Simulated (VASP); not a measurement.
The system is Mn2F.

```xyz
3
Lattice="2.5713 0.0000 0.0000 0.0000 2.5713 0.0000 0.0000 0.0000 5.3053" Properties=species:S:1:pos:R:3 pbc="T T T"
Mn    1.2857    1.2857    1.5651
Mn    1.2857    1.2857    3.7403
F     0.0000    0.0000    0.0000
```

The cell was generated, and may not be a known phase.

```yaml
Program: VASP 6.6.1
Task: relaxation of cell and atoms
Functional: PBE
Potentials_or_basis: VASP PAW PBE potentials, release 64 (Mn_pv, F)
Cutoff: 600 eV
k_mesh: 6 × 6 × 4
Occupations: gaussian, width 0.1 eV
Spin: collinear spin, ferromagnetic start
Starting_moments: "[-4.0, -4.0, 0.0] μB"
```

At the start: pressure 5.2 GPa; volume 11.69 Å³/atom.

Question: How do energy, volume and symmetry change on relaxing?

Answer: Over 11 steps the energy falls by 174.9 meV/atom and the volume is 14.48 Å³/atom (+23.8 %); space group P4/mmm (No. 123, to 0.1 Å) before and after; moment 8.27 μB per cell.

The path:
| step | energy change (eV) | largest force (eV/Å) | pressure (GPa) | volume (Å³) |
| --- | --- | --- | --- | --- |
| 1 | 0.0000 | 0.0412 | 5.20 | 35.08 |
| 2 | -0.1923 | 0.8844 | 11.18 | 36.99 |
| 3 | -0.1125 | 0.8030 | 0.75 | 42.53 |
| 4 | -0.3207 | 0.9505 | 8.34 | 39.12 |
| 5 | -0.4144 | 0.6140 | 1.83 | 41.89 |
| 6 | -0.4162 | 0.5876 | 1.13 | 42.25 |
| 7 | -0.4620 | 0.4840 | 0.89 | 42.50 |
| 8 | -0.5213 | 0.1546 | 0.68 | 43.09 |
| 9 | -0.5242 | 0.0548 | 0.42 | 43.24 |
| 10 | -0.5242 | 0.0435 | 0.37 | 43.26 |
| 11 | -0.5247 | 0.0225 | 0.05 | 43.43 |

Final structure:
```cif
data_structure
_symmetry_space_group_name_H-M 'P 1'
_symmetry_Int_Tables_number 1
_cell_length_a 2.6977
_cell_length_b 2.6977
_cell_length_c 5.9670
_cell_angle_alpha 90.000
_cell_angle_beta 90.000
_cell_angle_gamma 90.000
_cell_volume 43.43
loop_
_atom_site_label
_atom_site_type_symbol
_atom_site_fract_x
_atom_site_fract_y
_atom_site_fract_z
_atom_site_occupancy
Mn1 Mn 0.50000 0.50000 0.28284 1
Mn2 Mn 0.50000 0.50000 0.71716 1
F1 F 0.00000 0.00000 0.00000 1
```

Caveat: the k points lie up to 0.39 Å⁻¹ apart in the final cell; the volume moved by over 15 % at a fixed basis, so the end points are rough; the run started ferromagnetic, and an antiferromagnetic order may lie lower in energy.
